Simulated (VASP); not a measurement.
Crystal: B4AsN3.

```
N B As
1.0
     2.61173    0.00000    0.00000
     0.00000    5.22346    0.00000
     0.00000    0.00000    3.69354
N B As
3 4 1
Direct
  0.00000 0.25000 0.00000
  0.50000 0.00000 0.50000
  0.00000 0.75000 0.00000
  0.50000 0.25000 0.75000
  0.00000 0.00000 0.25000
  0.50000 0.75000 0.75000
  0.00000 0.50000 0.25000
  0.50000 0.50000 0.50000
```

```yaml
Program: VASP 6.6.1
Task: relaxation of cell and atoms
Functional: PBE
Potentials_or_basis: VASP PAW PBE potentials, release 64 (N, B, As)
Cutoff: 600 eV
k_mesh: 8 × 4 × 6
Occupations: fermi-dirac, width 0.02 eV
Spin: no spin polarisation
```

At the start: pressure 117.5 GPa; volume 6.30 Å³/atom.

Q: How do energy, volume and symmetry change on relaxing?

A: Over 19 steps the energy falls by 1092.7 meV/atom and the volume is 7.70 Å³/atom (+22.3 %); space group Pmm2 (No. 25, to 0.1 Å) before and after.

Step by step:
| step | energy change (eV) | largest force (eV/Å) | pressure (GPa) | volume (Å³) |
| --- | --- | --- | --- | --- |
| 1 | 0.0000 | 17.0068 | 117.49 | 50.39 |
| 2 | 1.3380 | 2.0600 | -42.30 | 92.13 |
| 3 | -2.1339 | 3.1799 | -38.28 | 80.77 |
| 4 | -4.2784 | 3.6388 | -31.94 | 73.88 |
| 5 | -7.8163 | 3.6673 | 0.96 | 61.39 |
| 6 | -7.6671 | 3.4323 | 30.96 | 56.54 |
| 7 | -7.9617 | 3.6616 | 10.19 | 59.60 |
| 8 | -7.9681 | 3.6326 | 12.47 | 59.21 |
| 9 | -8.3609 | 2.6400 | -12.58 | 65.01 |
| 10 | -8.6569 | 1.2088 | -4.50 | 62.62 |
| 11 | -8.7102 | 1.0401 | 1.43 | 61.60 |
| 12 | -8.7323 | 0.3208 | -0.86 | 61.95 |
| 13 | -8.7396 | 0.1786 | 0.05 | 61.65 |
| 14 | -8.7402 | 0.1235 | 0.36 | 61.55 |
| 15 | -8.7411 | 0.1104 | -0.05 | 61.60 |
| 16 | -8.7412 | 0.0720 | 0.06 | 61.58 |
| 17 | -8.7413 | 0.0314 | 0.00 | 61.61 |
| 18 | -8.7413 | 0.0106 | 0.02 | 61.60 |
| 19 | -8.7414 | 0.0023 | 0.00 | 61.61 |

Final structure:
```cif
data_structure
_symmetry_space_group_name_H-M 'P 1'
_symmetry_Int_Tables_number 1
_cell_length_a 2.7746
_cell_length_b 5.6603
_cell_length_c 3.9227
_cell_angle_alpha 90.000
_cell_angle_beta 90.000
_cell_angle_gamma 90.000
_cell_volume 61.61
loop_
_atom_site_label
_atom_site_type_symbol
_atom_site_fract_x
_atom_site_fract_y
_atom_site_fract_z
_atom_site_occupancy
N1 N 0.00000 0.22351 0.00228 1
N2 N 0.50000 0.00000 0.51061 1
N3 N 0.00000 0.77649 0.00228 1
B1 B 0.50000 0.20838 0.77571 1
B2 B 0.00000 0.00000 0.26777 1
B3 B 0.50000 0.79162 0.77571 1
B4 B 0.00000 0.50000 0.16541 1
As1 As 0.50000 0.50000 0.50022 1
```

Caveat: the volume moved by over 15 % at a fixed basis, so the end points are rough.
